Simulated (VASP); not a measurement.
Sn:

```
Sn
1.0
     3.11550    0.00000    0.00000
     0.00000    3.11550    0.00000
     0.00000    0.00000    3.11550
Sn
1
Direct
  0.00000 0.00000 0.00000
```

This isn't the form of Sn at room conditions, which is tetragonal (white tin).

| Property | Result |
| --- | --- |
| Program | VASP 6.6.1 |
| Task | relaxation of cell and atoms |
| Functional | PBE |
| Potentials or basis | VASP PAW PBE potentials, release 64 (Sn_d) |
| Cutoff | 600 eV |
| k mesh | 13 × 13 × 13 |
| Occupations | fermi-dirac, width 0.05 eV |
| Spin | non-collinear spin, zero start, spin-orbit coupling |
| Starting moments | [[0.0, 0.0, 0.0]] μB |

At the start: pressure -1.1 GPa; volume 30.24 Å³/atom.

Q: Where does the relaxation end?

A: Over 6 steps the energy falls by 2.7 meV/atom and the volume is 29.49 Å³/atom (-2.5 %); space group Pm-3m (No. 221, to 0.1 Å) before and after; moment 0.00 μB per cell.

The path:
```
step  energy change (eV)  largest force (eV/Å)  pressure (GPa)  volume (Å³)
   1              0.0000                0.0000           -1.09        30.24
   2             -0.0026                0.0000            0.20        29.34
   3             -0.0027                0.0000            0.03        29.47
   4             -0.0027                0.0000           -0.04        29.49
   5             -0.0027                0.0000           -0.04        29.49
   6             -0.0027                0.0000            0.02        29.49
```

Final structure:
```
CELL_PARAMETERS angstrom
3.08951 0.00000 0.00000
0.00000 3.08951 0.00000
0.00000 0.00000 3.08951
ATOMIC_POSITIONS crystal
Sn 0.00000 0.00000 0.00000
```
